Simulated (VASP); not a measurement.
# FeNi2 (Fd-3m) in VASP: notebook

Runs on FeNi2. Level: PBE. Tasks: single point.

Program: VASP 6.6.1. These are calculated values, not measurements. Logs are shortened: lines on timing, memory, paths and dates and some standing lists are left out, and cuts for length are marked.

## Step 1: The cell of the first run

It takes space group Fd-3m (No. 227, cubic). Conventional cell: a = 6.506 Å, b = 6.506 Å, c = 6.506 Å, α = 90.00°, β = 90.00°, γ = 90.00°. Ni (site symmetry -3m) has 6 Ni at 2.30 Å and 6 Fe at 2.70 Å within 3.0 Å. Fe (site symmetry -43m) has 12 Ni at 2.70 Å and 4 Fe at 2.82 Å within 3.6 Å.

## Step 2: Single point, PBE, collinear spin, ferromagnetic start

The input, INCAR:

```
PREC     = Accurate       # precision mode
ENCUT    = 690            # plane-wave cutoff, eV
EDIFF    = 1E-6           # SCF threshold, eV
ISMEAR   = -1             # smearing method
SIGMA    = 0.05           # smearing width, eV
LREAL    = F              # projectors in reciprocal space
LASPH    = T              # aspherical terms in the spheres
NELM     = 200            # most SCF steps
ALGO     = Normal         # electronic algorithm
ISIF     = 2              # what is computed and relaxed
LWAVE    = F              # write WAVECAR
LCHARG   = F              # write CHGCAR
ISPIN    = 2              # spin polarisation
MAGMOM   = 1 1 1 1 3 3    # initial moments
LORBIT   = 11             # projections on sites
LMAXMIX  = 4              # l up to which the mixer works
GGA      = PE             # functional
NBANDS   = 65             # bands
GGA_COMPAT= F
```

The input, KPOINTS:

```
regular mesh
0
Gamma
  7 7 7
```

The input, POSCAR:

```
FeNi2
1.0
    0.0000000000      3.2530979417      3.2530979417
    3.2530979417      0.0000000000      3.2530979417
    3.2530979417      3.2530979417      0.0000000000
Ni Fe
4 2
Direct
    0.6250000000      0.6250000000      0.6250000000
    0.1250000000      0.6250000000      0.6250000000
    0.6250000000      0.1250000000      0.6250000000
    0.6250000000      0.6250000000      0.1250000000
    0.0000000000      0.0000000000      0.0000000000
    0.2500000000      0.2500000000      0.2500000000
```

Potentials or basis: VASP PAW PBE potentials, release 64 (Ni_sv_GW, Fe_sv).

Started as:

```sh
$ cat potpaw_PBE.64/Ni_sv_GW/POTCAR potpaw_PBE.64/Fe_sv/POTCAR > POTCAR
$ mpirun -np 1 vasp_std > vasp.out
```

OUTCAR:

```text
PREC = Accurate
   ENCUT = 690
   EDIFF = 1E-6
   ISMEAR = -1
   LREAL = F
   LASPH = T
   NELM = 200
   ISIF = 2
   ISPIN = 2
   LORBIT = 11
   GGA = PE

 ion  position               nearest neighbor table
   1  0.625  0.625  0.625-   2 2.30   3 2.30   4 2.30   4 2.30   3 2.30   2 2.30
   2  0.125  0.625  0.625-   1 2.30   4 2.30   3 2.30   1 2.30   3 2.30   4 2.30
   3  0.625  0.125  0.625-   1 2.30   4 2.30   1 2.30   2 2.30   4 2.30   2 2.30
   4  0.625  0.625  0.125-   1 2.30   1 2.30   2 2.30   3 2.30   3 2.30   2 2.30
   5  0.000  0.000  0.000-
   6  0.250  0.250  0.250-

  LATTYP: Found a face centered cubic cell.
 ALAT       =     6.5061958834

  Lattice vectors:

 A1 = (   0.0000000000,   3.2530979417,   3.2530979417)
 A2 = (   3.2530979417,   0.0000000000,   3.2530979417)
 A3 = (   3.2530979417,   3.2530979417,   0.0000000000)

Analysis of symmetry for initial positions (statically):
=====================================================================
 Subroutine PRICEL returns:
 Original cell was already a primitive cell.

 Routine SETGRP: Setting up the symmetry group for a
 face centered cubic supercell.

 Subroutine GETGRP returns: Found 48 space group operations
 (whereof 24 operations were pure point group operations)
 out of a pool of 48 trial point group operations.

The static configuration has the point symmetry T_d .
 The point group associated with its full space group is O_h .

Analysis of symmetry for dynamics (positions and initial velocities):
=====================================================================
 Subroutine PRICEL returns:
 Original cell was already a primitive cell.

 Routine SETGRP: Setting up the symmetry group for a
 face centered cubic supercell.

 Subroutine GETGRP returns: Found 48 space group operations
 (whereof 24 operations were pure point group operations)
 out of a pool of 48 trial point group operations.

The dynamic configuration has the point symmetry T_d .
 The point group associated with its full space group is O_h .

Analysis of structural, dynamic, and magnetic symmetry:
=====================================================================
 Subroutine PRICEL returns:
 Original cell was already a primitive cell.

 Routine SETGRP: Setting up the symmetry group for a
 face centered cubic supercell.

 Subroutine GETGRP returns: Found 48 space group operations
 (whereof 24 operations were pure point group operations)
[... 143 lines left out ...]
 number of electron     104.0000000 magnetization      10.0000000

 number of electron     104.0000052 magnetization       7.8714302

 Free energy of the ion-electron system (eV)
  ---------------------------------------------------
  ext. energy  EPLUGINS =         0.00000000
  ---------------------------------------------------
  free energy    TOTEN  =       -41.76863429 eV

  energy without entropy =      -41.71529844  energy(sigma->0) =      -41.74196636

 E-fermi :   9.1341     XC(G=0): -13.5436

 val. band max:        9.1314756273   @ k =   0.4286   0.2857   0.1429
 cond. band min:       9.1445146490   @ k =   0.4286   0.0000   0.0000
 fundamental gap:      0.0130390217
 Fermi energy:         9.1341168591

 spin component 1

 k-point     1 :       0.0000    0.0000    0.0000
  band No.  band energies     occupation
      1     -94.6588      1.00000
      2     -94.5961      1.00000
      3     -94.5961      1.00000
      4     -94.5961      1.00000
      5     -79.8018      1.00000
      6     -79.7911      1.00000
[... 1329 lines left out ...]
     63      19.5505      0.00000
     64      19.6527      0.00000
 Fermi energy:         9.1341168591

 spin component 2

 k-point     1 :       0.0000    0.0000    0.0000
  band No.  band energies     occupation
      1     -93.8728      1.00000
      2     -93.8084      1.00000
      3     -93.8084      1.00000
      4     -93.8084      1.00000
      5     -76.4297      1.00000
      6     -76.4175      1.00000
[... 1329 lines left out ...]
     63      19.9428      0.00000
     64      20.0573      0.00000
 [bands above 64 left out]

------------------------ aborting loop because EDIFF is reached ----------------------------------------

  FORCE on cell =-STRESS in cart. coord.  units (eV):
  Direction    XX          YY          ZZ          XY          YZ          ZX
  --------------------------------------------------------------------------------------
  -------------------------------------------------------------------------------------
  Total        0.9492767      0.9492767      0.9492767      0.0000000      0.0000000      0.0000000
  in kB       22.0893026     22.0893026     22.0893026      0.0000000      0.0000000      0.0000000
  external PRESSURE =      22.0893026 kB  Pullay stress =       0.0000000 kB

 VOLUME and BASIS-vectors are now :
 -----------------------------------------------------------------------------
  energy-cutoff  :      690.00
  volume of cell :       68.85
      direct lattice vectors                 reciprocal lattice vectors
     0.000000000  3.253097942  3.253097942    -0.153699645  0.153699645  0.153699645
     3.253097942  0.000000000  3.253097942     0.153699645 -0.153699645  0.153699645
     3.253097942  3.253097942  0.000000000     0.153699645  0.153699645 -0.153699645

 POSITION                                       TOTAL-FORCE (eV/Angst)
 -----------------------------------------------------------------------------------
      4.06637      4.06637      4.06637        -0.000000     -0.000000      0.000000
      4.06637      2.43982      2.43982        -0.000000     -0.000000      0.000000
      2.43982      4.06637      2.43982        -0.000000     -0.000000      0.000000
      2.43982      2.43982      4.06637        -0.000000     -0.000000      0.000000
      0.00000      0.00000      0.00000         0.000000     -0.000000      0.000000
      1.62655      1.62655      1.62655        -0.000000      0.000000     -0.000000
 -----------------------------------------------------------------------------------
    total drift:                                0.000000      0.000000      0.000000

  FREE ENERGIE OF THE ION-ELECTRON SYSTEM (eV)
  ---------------------------------------------------
  free  energy   TOTEN  =       -41.7686342906 eV

  energy  without entropy=      -41.7152984370  energy(sigma->0) =      -41.74196636

 total charge

# of ion       s       p       d       f       tot
--------------------------------------------------
    1        2.268   6.340   7.826   0.007  16.441
    2        2.268   6.340   7.826   0.007  16.441
    3        2.268   6.340   7.826   0.007  16.441
    4        2.268   6.340   7.826   0.007  16.441
    5        2.147   6.009   5.470   0.000  13.626
    6        2.147   6.009   5.470   0.000  13.626
--------------------------------------------------
tot         13.365  37.380  42.245   0.026  93.017

 magnetization (x)

# of ion       s       p       d       f       tot
--------------------------------------------------
    1       -0.008  -0.043   0.640  -0.000   0.589
    2       -0.008  -0.043   0.640  -0.000   0.589
    3       -0.008  -0.043   0.640  -0.000   0.589
    4       -0.008  -0.043   0.640  -0.000   0.589
    5        0.004   0.002   2.819   0.000   2.825
    6        0.004   0.002   2.819   0.000   2.825
--------------------------------------------------
tot         -0.022  -0.166   8.197  -0.000   8.008
```

Wall time 14 min (1 thread of Intel Xeon Platinum 8259CL at 2.50GHz (Skylake/Cascade Lake), shared host); peak memory 0.43 GiB.

Results:

| Quantity | Value |
| --- | --- |
| Free energy | -41.7686 eV |
| Pressure | 2.2 GPa |
| Net moment | 7.87 μB per cell |
| Site moments | Ni +0.59; Fe +2.83 μB |
| Valence electrons inside the program's atomic spheres | Ni 16.44; Fe 13.63 |

## Step 3: Single point, PBE, collinear spin, ferromagnetic start

This run uses another cell than the first one, of 11.71 Å³/atom.

The input, INCAR:

```
PREC = Accurate
ENCUT = 690
EDIFF = 1E-6
ISMEAR = -1
SIGMA = 0.05
LREAL = F
LASPH = T
NELM = 200
ALGO = Normal
ISIF = 2
LWAVE = F
LCHARG = F
ISPIN = 2
MAGMOM = 1 1 1 1 3 3
LORBIT = 11
LMAXMIX = 4
GGA = PE
NBANDS = 65
GGA_COMPAT = F
```

KPOINTS is that of step 2.

POSCAR, as its differences from that of step 2:

```diff
@@ -2,5 +2,5 @@
 1.0
-    0.0000000000      3.2530979417      3.2530979417
-    3.2530979417      0.0000000000      3.2530979417
-    3.2530979417      3.2530979417      0.0000000000
+    0.0000000000      3.2750790000      3.2750790000
+    3.2750790000      0.0000000000      3.2750790000
+    3.2750790000      3.2750790000      0.0000000000
 Ni Fe
```

Potentials or basis: VASP PAW PBE potentials, release 64 (Ni_sv_GW, Fe_sv).

Started as:

```sh
$ cat potpaw_PBE.64/Ni_sv_GW/POTCAR potpaw_PBE.64/Fe_sv/POTCAR > POTCAR
$ mpirun -np 1 vasp_std > vasp.out
```

OUTCAR:

```text
PREC = Accurate
   ENCUT = 690
   EDIFF = 1E-6
   ISMEAR = -1
   LREAL = F
   LASPH = T
   NELM = 200
   ISIF = 2
   ISPIN = 2
   LORBIT = 11
   GGA = PE

 ion  position               nearest neighbor table
   1  0.625  0.625  0.625-   2 2.32   3 2.32   4 2.32   4 2.32   3 2.32   2 2.32
   2  0.125  0.625  0.625-   1 2.32   4 2.32   3 2.32   1 2.32   3 2.32   4 2.32
   3  0.625  0.125  0.625-   1 2.32   4 2.32   1 2.32   2 2.32   4 2.32   2 2.32
   4  0.625  0.625  0.125-   1 2.32   1 2.32   2 2.32   3 2.32   3 2.32   2 2.32
   5  0.000  0.000  0.000-
   6  0.250  0.250  0.250-

  LATTYP: Found a face centered cubic cell.
 ALAT       =     6.5501580000

  Lattice vectors:

 A1 = (   0.0000000000,   3.2750790000,   3.2750790000)
 A2 = (   3.2750790000,   0.0000000000,   3.2750790000)
 A3 = (   3.2750790000,   3.2750790000,   0.0000000000)

Analysis of symmetry for initial positions (statically):
=====================================================================
 Subroutine PRICEL returns:
 Original cell was already a primitive cell.

 Routine SETGRP: Setting up the symmetry group for a
 face centered cubic supercell.

 Subroutine GETGRP returns: Found 48 space group operations
 (whereof 24 operations were pure point group operations)
 out of a pool of 48 trial point group operations.

The static configuration has the point symmetry T_d .
 The point group associated with its full space group is O_h .

Analysis of symmetry for dynamics (positions and initial velocities):
=====================================================================
 Subroutine PRICEL returns:
 Original cell was already a primitive cell.

 Routine SETGRP: Setting up the symmetry group for a
 face centered cubic supercell.

 Subroutine GETGRP returns: Found 48 space group operations
 (whereof 24 operations were pure point group operations)
 out of a pool of 48 trial point group operations.

The dynamic configuration has the point symmetry T_d .
 The point group associated with its full space group is O_h .

Analysis of structural, dynamic, and magnetic symmetry:
=====================================================================
 Subroutine PRICEL returns:
 Original cell was already a primitive cell.

 Routine SETGRP: Setting up the symmetry group for a
 face centered cubic supercell.

 Subroutine GETGRP returns: Found 48 space group operations
 (whereof 24 operations were pure point group operations)
 out of a pool of 48 trial point group operations.

The overall configuration has the point symmetry T_d .
 The point group associated with its full space group is O_h .

 Subroutine INISYM returns: Found 48 space group operations
 (whereof 24 operations are pure point group operations),
 and found     1 'primitive' translations

----------------------------------------------------------------------------------------

                                     Primitive cell

  volume of cell :      70.2579

  direct lattice vectors                    reciprocal lattice vectors
     0.000000000  3.275079000  3.275079000    -0.152668073  0.152668073  0.152668073
     3.275079000  0.000000000  3.275079000     0.152668073 -0.152668073  0.152668073
     3.275079000  3.275079000  0.000000000     0.152668073  0.152668073 -0.152668073

  length of vectors
[... 94 lines left out ...]
   TEBEG  =    0.0;   TEEND  =   0.0 temperature during run
   PSTRESS=    0.0 pullay stress
   NELECT =     104.0000    total number of electrons
   NUPDOWN=      -1.0000    fix difference up-down
   EMIN   =  10.00;   EMAX   =-10.00  energy-range for DOS
   EFERMI =   0.00;   METHOD = LEGACY
   ISMEAR =    -1;   SIGMA  =   0.05  broadening in eV -4-tet -1-fermi 0-gaus
   EFERMI_NEDOS =   21; number of points for ismear=-14 and -15
   IALGO  =     38    algorithm
   IMIX   =      4    mixing-type and parameters
     AMIX     =   0.40;   BMIX     =  1.00
     AMIX_MAG =   1.60;   BMIX_MAG =  1.00
  volume/ion in A,a.u.               =      11.71        79.02
  Fermi-wavevector in a.u.,A,eV,Ry     =   1.865753  3.525762 47.362350  3.481035
  Thomas-Fermi vector in A             =   2.912601
   LORBIT       =     11    0 simple, 1 ext, 2 COOP (PROOUT), +10 PAW based schemes
   GGA     = PE    functional components
   LHFCALC =     F    Hartree Fock is set to
   AEXX    =    0.0000 exact exchange contribution
   IVDW    =     0    specifies the selected vdW correction
   LEPSILON=     F    determine dielectric tensor
   LRPA    =     F    only Hartree local field effects (RPA)
 spin polarized calculation
  energy-cutoff  :      690.00
  volume of cell :       70.26
 maximum number of plane-waves:      2910
   NGX = 19   NGY = 19   NGZ = 19

 number of electron     104.0000000 magnetization      10.0000000

 number of electron     104.0000024 magnetization       7.9142492

 Free energy of the ion-electron system (eV)
  ---------------------------------------------------
  ext. energy  EPLUGINS =         0.00000000
  ---------------------------------------------------
  free energy    TOTEN  =       -41.78515042 eV

  energy without entropy =      -41.72986723  energy(sigma->0) =      -41.75750882

 E-fermi :   8.8778     XC(G=0): -13.4179

 val. band max:        8.8763222744   @ k =   0.4286   0.2857   0.1429
 cond. band min:       8.8944831130   @ k =   0.4286   0.0000   0.0000
 fundamental gap:      0.0181608386
 Fermi energy:         8.8777662939

 spin component 1

 k-point     1 :       0.0000    0.0000    0.0000
  band No.  band energies     occupation
      1     -94.8748      1.00000
      2     -94.8177      1.00000
      3     -94.8177      1.00000
      4     -94.8177      1.00000
      5     -80.0916      1.00000
      6     -80.0819      1.00000
[... 1329 lines left out ...]
     63      19.1092      0.00000
     64      19.2212      0.00000
 Fermi energy:         8.8777662939

 spin component 2

 k-point     1 :       0.0000    0.0000    0.0000
  band No.  band energies     occupation
      1     -94.0922      1.00000
      2     -94.0336      1.00000
      3     -94.0336      1.00000
      4     -94.0336      1.00000
      5     -76.6884      1.00000
      6     -76.6774      1.00000
[... 1329 lines left out ...]
     63      19.4966      0.00000
     64      19.6194      0.00000
 [bands above 64 left out]

------------------------ aborting loop because EDIFF is reached ----------------------------------------

  FORCE on cell =-STRESS in cart. coord.  units (eV):
  Direction    XX          YY          ZZ          XY          YZ          ZX
  --------------------------------------------------------------------------------------
  -------------------------------------------------------------------------------------
  Total       -0.8582812     -0.8582812     -0.8582812     -0.0000000      0.0000000     -0.0000000
  in kB      -19.5724349    -19.5724349    -19.5724349     -0.0000000      0.0000000     -0.0000000
  external PRESSURE =     -19.5724349 kB  Pullay stress =       0.0000000 kB

 VOLUME and BASIS-vectors are now :
 -----------------------------------------------------------------------------
  energy-cutoff  :      690.00
  volume of cell :       70.26
      direct lattice vectors                 reciprocal lattice vectors
     0.000000000  3.275079000  3.275079000    -0.152668073  0.152668073  0.152668073
     3.275079000  0.000000000  3.275079000     0.152668073 -0.152668073  0.152668073
     3.275079000  3.275079000  0.000000000     0.152668073  0.152668073 -0.152668073

 POSITION                                       TOTAL-FORCE (eV/Angst)
 -----------------------------------------------------------------------------------
      4.09385      4.09385      4.09385         0.000000      0.000000      0.000000
      4.09385      2.45631      2.45631         0.000000      0.000000      0.000000
      2.45631      4.09385      2.45631         0.000000      0.000000      0.000000
      2.45631      2.45631      4.09385         0.000000      0.000000      0.000000
      0.00000      0.00000      0.00000        -0.000000     -0.000000     -0.000000
      1.63754      1.63754      1.63754         0.000000      0.000000      0.000000
 -----------------------------------------------------------------------------------
    total drift:                                0.000000      0.000000      0.000000

  FREE ENERGIE OF THE ION-ELECTRON SYSTEM (eV)
  ---------------------------------------------------
  free  energy   TOTEN  =       -41.7851504187 eV

  energy  without entropy=      -41.7298672282  energy(sigma->0) =      -41.75750882

 total charge

# of ion       s       p       d       f       tot
--------------------------------------------------
    1        2.263   6.328   7.822   0.006  16.420
    2        2.263   6.328   7.822   0.006  16.420
    3        2.263   6.328   7.822   0.006  16.420
    4        2.263   6.328   7.822   0.006  16.420
    5        2.145   6.007   5.467   0.000  13.619
    6        2.145   6.007   5.467   0.000  13.619
--------------------------------------------------
tot         13.344  37.327  42.224   0.025  92.919

 magnetization (x)

# of ion       s       p       d       f       tot
--------------------------------------------------
    1       -0.008  -0.042   0.638  -0.000   0.589
    2       -0.008  -0.042   0.638  -0.000   0.589
    3       -0.008  -0.042   0.638  -0.000   0.589
    4       -0.008  -0.042   0.638  -0.000   0.589
    5        0.004   0.002   2.845   0.000   2.851
    6        0.004   0.002   2.845   0.000   2.851
--------------------------------------------------
tot         -0.021  -0.163   8.241  -0.000   8.056
```

Wall time 16 min (1 thread of Intel Xeon Platinum 8259CL at 2.50GHz (Skylake/Cascade Lake), shared host); peak memory 0.42 GiB.

What came out:

```
Free energy                                           : -41.7852 eV
Pressure                                              : -2.0 GPa
Net moment                                            : 7.91 μB per cell
Site moments                                          : Ni +0.59; Fe +2.85 μB
Valence electrons inside the program's atomic spheres : Ni 16.42; Fe 13.62
```

Levels at points of the mesh, in eV from the Fermi level:
Spin up:
```
           k point  band 53  band 54  band 55  band 56  band 57  band 58  band 59  band 60
(0.00, 0.00, 0.00)    -0.19    -0.19    -0.19     0.92     2.63     2.63     2.63     6.04
```
Spin down:
```tsv
k point	band 46	band 47	band 48	band 49	band 50	band 51
(0.00, 0.00, 0.00)	-0.67	-0.67	0.35	0.35	0.35	0.65
```

(Part 1 of 2 ends here.)
